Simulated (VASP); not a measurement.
# LiF (P4/mmm) in VASP: notebook

The runs below take LiF through single point, with LDA.

Program: VASP 6.6.1. These are calculated values, not measurements. Logs are shortened: lines on timing, memory, paths and dates and some standing lists are left out, and cuts for length are marked.

**1. The cell of the first run**

It takes space group P4/mmm (No. 123, tetragonal). Conventional cell: a = 2.496 Å, b = 2.496 Å, c = 2.560 Å, α = 90.00°, β = 90.00°, γ = 90.00°. Within 2.9 Å of Li (site symmetry 4/mmm) lie 8 F at 2.18 Å and 6 Li at 2.50 to 2.56 Å. F (site symmetry 4/mmm) has 8 Li at 2.18 Å and 6 F at 2.50 to 2.56 Å within 2.9 Å.

**2. Single point, LDA (strain -0.025 along x and y, +0.000 along z)**

The input, INCAR:

```
PREC = Accurate
ENCUT = 520
EDIFF = 1E-6
ISMEAR = 0
SIGMA = 0.05
LREAL = F
LASPH = T
NELM = 80
ALGO = Normal
ISIF = 2
LWAVE = F
LCHARG = F
NBANDS = 12
```

The input, KPOINTS:

```
Automatic mesh
0
Gamma
  10 10 10
```

The input, POSCAR:

```
LiF
1.0
    2.4955446750      0.0000000000      0.0000000000
    0.0000000000      2.4955446750      0.0000000000
    0.0000000000      0.0000000000      2.5595330000
Li F
1 1
Direct
    0.0000000000      0.0000000000      0.0000000000
    0.5000000000      0.5000000000      0.5000000000
```

Potentials or basis: VASP PAW LDA potentials, release 64 (Li_sv, F).

On the command line:

```bash
$ cat potpaw_LDA.64/Li_sv/POTCAR potpaw_LDA.64/F/POTCAR > POTCAR
$ mpirun -np 1 vasp_std > vasp.out
```

OUTCAR:

```text
PREC = Accurate
   ENCUT = 520
   EDIFF = 1E-6
   ISMEAR = 0
   LREAL = F
   LASPH = T
   NELM = 80
   ISIF = 2

 ion  position               nearest neighbor table
   1  0.000  0.000  0.000-   2 2.18   2 2.18   2 2.18   2 2.18   2 2.18   2 2.18   2 2.18   2 2.18

   2  0.500  0.500  0.500-   1 2.18   1 2.18   1 2.18   1 2.18   1 2.18   1 2.18   1 2.18   1 2.18

  LATTYP: Found a simple tetragonal cell.
 ALAT       =     2.4955446750
 C/A-ratio  =     1.0256410256

  Lattice vectors:

 A1 = (   2.4955446750,   0.0000000000,   0.0000000000)
 A2 = (   0.0000000000,   2.4955446750,   0.0000000000)
 A3 = (   0.0000000000,   0.0000000000,   2.5595330000)

Analysis of symmetry for initial positions (statically):
=====================================================================
 Subroutine PRICEL returns:
 Original cell was already a primitive cell.

 Routine SETGRP: Setting up the symmetry group for a
 simple tetragonal supercell.

 Subroutine GETGRP returns: Found 16 space group operations
 (whereof 16 operations were pure point group operations)
 out of a pool of 16 trial point group operations.

The static configuration has the point symmetry D_4h.

Analysis of symmetry for dynamics (positions and initial velocities):
=====================================================================
 Subroutine PRICEL returns:
 Original cell was already a primitive cell.

 Routine SETGRP: Setting up the symmetry group for a
 simple tetragonal supercell.

 Subroutine GETGRP returns: Found 16 space group operations
 (whereof 16 operations were pure point group operations)
 out of a pool of 16 trial point group operations.

The dynamic configuration has the point symmetry D_4h.

 Subroutine INISYM returns: Found 16 space group operations
 (whereof 16 operations are pure point group operations),
 and found     1 'primitive' translations

----------------------------------------------------------------------------------------

                                     Primitive cell

  volume of cell :      15.9401

  direct lattice vectors                    reciprocal lattice vectors
     2.495544675  0.000000000  0.000000000     0.400714125  0.000000000  0.000000000
     0.000000000  2.495544675  0.000000000     0.000000000  0.400714125  0.000000000
     0.000000000  0.000000000  2.559533000     0.000000000  0.000000000  0.390696272

  length of vectors
     2.495544675  2.495544675  2.559533000     0.400714125  0.400714125  0.390696272

  position of ions in fractional coordinates (direct lattice)
     0.000000000  0.000000000  0.000000000
     0.500000000  0.500000000  0.500000000

  ion indices of the primitive-cell ions
   primitive index   ion index
                 1           1
                 2           2

----------------------------------------------------------------------------------------

 KPOINTS: Automatic mesh

Automatic generation of k-mesh.
 Grid dimensions read from file:
 generate k-points for:   10   10   10

 Generating k-lattice:

  Cartesian coordinates                     Fractional coordinates (reciprocal lattice)
     0.040071412  0.000000000  0.000000000     0.100000000  0.000000000  0.000000000
     0.000000000  0.040071412  0.000000000     0.000000000  0.100000000  0.000000000
     0.000000000  0.000000000  0.039069627     0.000000000  0.000000000  0.100000000

  Length of vectors
     0.040071412  0.040071412  0.039069627

  Shift w.r.t. Gamma in fractional coordinates (k-lattice)
     0.000000000  0.000000000  0.000000000

 Subroutine IBZKPT returns following result:
 ===========================================

 Found    126 irreducible k-points:

 Following reciprocal coordinates:
            Coordinates               Weight
  0.000000  0.000000  0.000000      1.000000
  0.100000  0.000000  0.000000      4.000000
  0.200000  0.000000  0.000000      4.000000
  0.300000  0.000000  0.000000      4.000000
  0.400000  0.000000  0.000000      4.000000
  0.500000  0.000000  0.000000      2.000000
[... 16 lines left out ...]
  0.100000  0.000000  0.100000      8.000000
  0.200000  0.000000  0.100000      8.000000
 [... further k-points ...]
   k-points           NKPTS =    126   k-points in BZ     NKDIM =    126   number of bands    NBANDS=     12
   number of dos      NEDOS =    301   number of ions     NIONS =      2
   total plane-waves  NPLWV =   8000
   dimension x,y,z NGX =    20 NGY =   20 NGZ =   20
   dimension x,y,z NGXF=    40 NGYF=   40 NGZF=   40
   ions per type =               1   1
   NGX,Y,Z   is equivalent  to a cutoff of  13.32, 13.32, 12.99 a.u.
   NGXF,Y,Z  is equivalent  to a cutoff of  26.65, 26.65, 25.98 a.u.
 SYSTEM =  unknown system
   PREC   = accura    normal or accurate (medium, high low for compatibility)
   ISTART =      0    job   : 0-new  1-cont  2-samecut
   ICHARG =      2    charge: 1-file 2-atom 10-const
   ISPIN  =      1    spin polarized calculation?
   LNONCOLLINEAR =      F non collinear calculations
   LSORBIT =      F    spin-orbit coupling
   LASPH  =      T    aspherical Exc in radial PAW
   ENCUT  =  520.0 eV  38.22 Ry    6.18 a.u.   4.64  4.64  4.76*2*pi/ulx,y,z
   NELM   =     80;   NELMIN=  2; NELMDL= -5     # of ELM steps
   EDIFF  = 0.1E-05   stopping-criterion for ELM
   LREAL  =      F    real-space projection
   EDIFFG = 0.1E-04   stopping-criterion for IOM
   NSW    =      0    number of steps for IOM
   IBRION =     -1    ionic relax: 0-MD 1-quasi-New 2-CG
   NFREE  =      0    steps in history (QN), initial steepest desc. (CG)
   ISIF   =      2    stress and relaxation
   ISYM   =      2    0-nonsym 1-usesym 2-fastsym
   POTIM  = 0.5000    time-step for ionic-motion
   TEBEG  =    0.0;   TEEND  =   0.0 temperature during run
   PSTRESS=    0.0 pullay stress
   NELECT =      10.0000    total number of electrons
   NUPDOWN=      -1.0000    fix difference up-down
   EMIN   =  10.00;   EMAX   =-10.00  energy-range for DOS
   EFERMI =   0.00;   METHOD = LEGACY
   ISMEAR =     0;   SIGMA  =   0.05  broadening in eV -4-tet -1-fermi 0-gaus
   EFERMI_NEDOS =   21; number of points for ismear=-14 and -15
   IALGO  =     38    algorithm
   IMIX   =      4    mixing-type and parameters
     AMIX     =   0.40;   BMIX     =  1.00
     AMIX_MAG =   1.60;   BMIX_MAG =  1.00
  volume/ion in A,a.u.               =       7.97        53.78
  Fermi-wavevector in a.u.,A,eV,Ry     =   1.401450  2.648357 26.722697  1.964063
  Thomas-Fermi vector in A             =   2.524310
   LORBIT       =      0    0 simple, 1 ext, 2 COOP (PROOUT), +10 PAW based schemes
   GGA     = CA    functional components
   LHFCALC =     F    Hartree Fock is set to
   AEXX    =    0.0000 exact exchange contribution
   IVDW    =     0    specifies the selected vdW correction
   LEPSILON=     F    determine dielectric tensor
   LRPA    =     F    only Hartree local field effects (RPA)
 non-spin polarized calculation
 Gauss-broadening in eV      SIGMA  =   0.05
  energy-cutoff  :      520.00
  volume of cell :       15.94
 maximum number of plane-waves:       449
 NGX is ok and might be reduce to    20
   NGX =  9   NGY =  9   NGZ =  9

 number of electron      10.0000014 magnetization

 Free energy of the ion-electron system (eV)
  ---------------------------------------------------
  ext. energy  EPLUGINS =         0.00000000
  ---------------------------------------------------
  free energy    TOTEN  =        -9.89537875 eV

  energy without entropy =       -9.89537875  energy(sigma->0) =       -9.89537875

 E-fermi :   0.5377     XC(G=0): -10.8267

 val. band max:        0.2413125888   @ k =   0.5000   0.0000   0.5000
 cond. band min:       7.9052087718   @ k =   0.0000   0.0000   0.0000
 fundamental gap:      7.6638961830
 Fermi energy:         0.5377257516

 k-point     1 :       0.0000    0.0000    0.0000
  band No.  band energies     occupation
      1     -41.4310      2.00000
      2     -20.4557      2.00000
      3      -0.7545      2.00000
      4      -0.4639      2.00000
      5      -0.4639      2.00000
      6       7.9052      0.00000
      7      18.5848      0.00000
      8      19.2211      0.00000
      9      20.7806      0.00000
     10      21.5026      0.00000
     11      21.5026      0.00000
     12      38.8279      0.00000

 k-point     2 :       0.1000    0.0000    0.0000
  band No.  band energies     occupation
      1     -41.4243      2.00000
      2     -20.4066      2.00000
      3      -0.8588      2.00000
      4      -0.7104      2.00000
      5      -0.4236      2.00000
      6       8.1311      0.00000
      7      17.6578      0.00000
      8      19.0121      0.00000
      9      20.7223      0.00000
     10      21.4682      0.00000
     11      23.5132      0.00000
     12      37.2133      0.00000

 k-point     3 :       0.2000    0.0000    0.0000
  band No.  band energies     occupation
      1     -41.4069      2.00000
      2     -20.2738      2.00000
      3      -1.7889      2.00000
      4      -0.5930      2.00000
      5      -0.3167      2.00000
      6       8.5966      0.00000
      7      16.1415      0.00000
      8      19.7073      0.00000
      9      20.5543      0.00000
     10      21.3648      0.00000
     11      26.9353      0.00000
     12      34.1716      0.00000

 k-point     4 :       0.3000    0.0000    0.0000
  band No.  band energies     occupation
      1     -41.3854      2.00000
      2     -20.1022      2.00000
      3      -2.7990      2.00000
      4      -0.4437      2.00000
      5      -0.1811      2.00000
      6       8.9592      0.00000
      7      15.1594      0.00000
      8      20.3068      0.00000
      9      20.9019      0.00000
     10      21.2003      0.00000
     11      30.4625      0.00000
     12      31.0420      0.00000

 k-point     5 :       0.4000    0.0000    0.0000
  band No.  band energies     occupation
      1     -41.3679      2.00000
      2     -19.9563      2.00000
      3      -3.5418      2.00000
      4      -0.3192      2.00000
      5      -0.0685      2.00000
      6       9.1099      0.00000
      7      14.6881      0.00000
      8      20.0744      0.00000
      9      21.0364      0.00000
     10      22.5660      0.00000
     11      27.4625      0.00000
     12      33.0427      0.00000
[... 228 lines left out ...]
      1     -41.3042      2.00000
      2     -19.2460      2.00000
      3      -3.3500      2.00000
      4      -3.3500      2.00000
      5       0.0633      2.00000
      6      13.6476      0.00000
      7      13.8195      0.00000
      8      13.8195      0.00000
      9      19.4861      0.00000
     10      23.8997      0.00000
     11      28.6576      0.00000
     12      28.6576      0.00000

 k-point    22 :       0.0000    0.0000    0.1000
  band No.  band energies     occupation
      1     -41.4256      2.00000
      2     -20.4152      2.00000
      3      -1.1140      2.00000
      4      -0.4281      2.00000
      5      -0.4281      2.00000
      6       8.1435      0.00000
      7      17.2432      0.00000
      8      19.4494      0.00000
      9      21.4376      0.00000
     10      21.4376      0.00000
     11      22.7209      0.00000
     12      37.5365      0.00000

 k-point    23 :       0.1000    0.0000    0.1000
  band No.  band energies     occupation
      1     -41.4189      2.00000
      2     -20.3646      2.00000
      3      -1.0731      2.00000
      4      -0.8202      2.00000
      5      -0.3888      2.00000
      6       8.3890      0.00000
      7      17.0750      0.00000
      8      18.3609      0.00000
      9      21.4311      0.00000
     10      22.2274      0.00000
     11      23.9483      0.00000
     12      34.8772      0.00000

 k-point    24 :       0.2000    0.0000    0.1000
  band No.  band energies     occupation
      1     -41.4018      2.00000
      2     -20.2295      2.00000
      3      -1.7558      2.00000
      4      -0.9521      2.00000
      5      -0.2844      2.00000
      6       8.8968      0.00000
      7      16.0516      0.00000
      8      18.1288      0.00000
      9      21.3960      0.00000
     10      22.4837      0.00000
     11      27.1852      0.00000
     12      32.2972      0.00000

 [... further k-points ...]

------------------------ aborting loop because EDIFF is reached ----------------------------------------

  FORCE on cell =-STRESS in cart. coord.  units (eV):
  Direction    XX          YY          ZZ          XY          YZ          ZX
  --------------------------------------------------------------------------------------
  -------------------------------------------------------------------------------------
  Total       -0.2393194     -0.2393194     -0.9831542      0.0000000     -0.0000000      0.0000000
  in kB      -24.0545391    -24.0545391    -98.8190753      0.0000000     -0.0000000      0.0000000
  external PRESSURE =     -48.9760511 kB  Pullay stress =       0.0000000 kB

 VOLUME and BASIS-vectors are now :
 -----------------------------------------------------------------------------
  energy-cutoff  :      520.00
  volume of cell :       15.94
      direct lattice vectors                 reciprocal lattice vectors
     2.495544675  0.000000000  0.000000000     0.400714125  0.000000000  0.000000000
     0.000000000  2.495544675  0.000000000     0.000000000  0.400714125  0.000000000
     0.000000000  0.000000000  2.559533000     0.000000000  0.000000000  0.390696272

 POSITION                                       TOTAL-FORCE (eV/Angst)
 -----------------------------------------------------------------------------------
      0.00000      0.00000      0.00000         0.000000      0.000000      0.000000
      1.24777      1.24777      1.27977         0.000000      0.000000      0.000000
 -----------------------------------------------------------------------------------
    total drift:                                0.000000      0.000000      0.000000

  FREE ENERGIE OF THE ION-ELECTRON SYSTEM (eV)
  ---------------------------------------------------
  free  energy   TOTEN  =        -9.8953787514 eV

  energy  without entropy=       -9.8953787514  energy(sigma->0) =       -9.89537875
```

Wall time 13 s (1 thread of Intel Xeon 8259CL, shared host); peak memory 0.13 GiB.

Results:

| Property | Result |
| --- | --- |
| Free energy | -9.8954 eV |
| Band gap on the k mesh | 7.66 eV (least direct gap 8.37 eV) |

Caveat: the cell differs from its parent crystal (strain -0.025 along x and y, +0.000 along z); the cutoff is under 1.25 times the usual one of these potentials, so pressure, stress and relaxed cells hold a basis-set (Pulay) error. A k mesh can miss the band edges.

(Part 1 of 2 ends here.)
